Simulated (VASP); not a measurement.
## Mn: single point with PBE

Crystal: Mn.

```xyz
2
Lattice="0.0000 2.5715 2.5715 2.5715 0.0000 2.5715 2.5715 2.5715 0.0000" Properties=species:S:1:pos:R:3 pbc="T T T"
Mn    0.6429    0.6429    0.6429
Mn    4.5001    4.5001    4.5001
```

This isn't the form of Mn at room conditions, which is a 58-atom cubic cell.

```yaml
Program: VASP 6.6.1
Task: single point
Functional: PBE
Potentials_or_basis: VASP PAW PBE potentials, release 64 (Mn_pv)
Cutoff: 520 eV
k_mesh: 18 × 18 × 18
Occupations: fermi-dirac, width 0.1 eV
Spin: no spin polarisation
```

| Item | Value |
| --- | --- |
| Pressure | -12.6 GPa |
| Band gap on the k mesh | zero (bands 13 and 14 overlap by 0.62 eV) |

Levels at points of the mesh, in eV from the Fermi level:
```tsv
k point	band 11	band 12	band 13	band 14	band 15	band 16
(0.00, 0.00, 0.00)	-1.51	-1.51	0.37	0.37	0.37	1.92
(0.50, 0.00, 0.00)	-1.52	-1.52	-0.50	0.91	0.91	1.68
(0.50, 0.50, 0.00)	-0.73	-0.73	0.08	0.08	1.87	1.87
```

Run time: 72 s on 1 thread of Intel(R) Xeon(R) Platinum 8488C (Sapphire Rapids), with other jobs on the host, peak memory 0.23 GiB.

Caveat: the cell stands under tension; the run has no spin polarisation, though such a crystal can be magnetic. Spin polarisation is off, so any magnetic state and its effect on volume and gap are missing.
